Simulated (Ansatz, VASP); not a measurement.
## One calculation of SiO2, two programs

```
Si O
1.0
    -2.46528    2.46528    3.64145
     2.46528   -2.46528    3.64145
     2.46528    2.46528   -3.64145
Si O
2 4
Direct
  0.00000 0.00000 0.00000
  0.75000 0.25000 0.50000
  0.97361 0.62500 0.84861
  0.37500 0.22361 0.34861
  0.77639 0.12500 0.15139
  0.87500 0.02639 0.65139
```

Alike in both runs: functional LDA; k mesh 6 × 6 × 6; occupations gaussian, width 0.02 eV; no spin polarisation.

Ansatz relaxed the structure, and its values are those at the end. VASP's run is a single point on that final structure, the one shown.

|  | VASP | Ansatz |
| --- | --- | --- |
| version | VASP 6.6.1 | Ansatz 0.2.0 |
| potentials or method | VASP PAW LDA potentials, release 64 (Si, O), cutoff 520 eV | scalar-relativistic, plane waves, PAW |
| valence electrons in the cell | 32 | 32 |

```tsv
	VASP	Ansatz	Ansatz less VASP
gap on the k mesh at the Fermi level (eV)	5.76	5.76	+0.001
least direct gap on the mesh (eV)	5.76	5.76	+0.001
pressure (GPa)	0.5	0.0	-0.56
rms of the force components (eV/Å)	0.013	0.000	-0.0129
```

LDA's correlation is that of Perdew and Zunger in VASP and of Perdew and Wang (1992) in Ansatz.
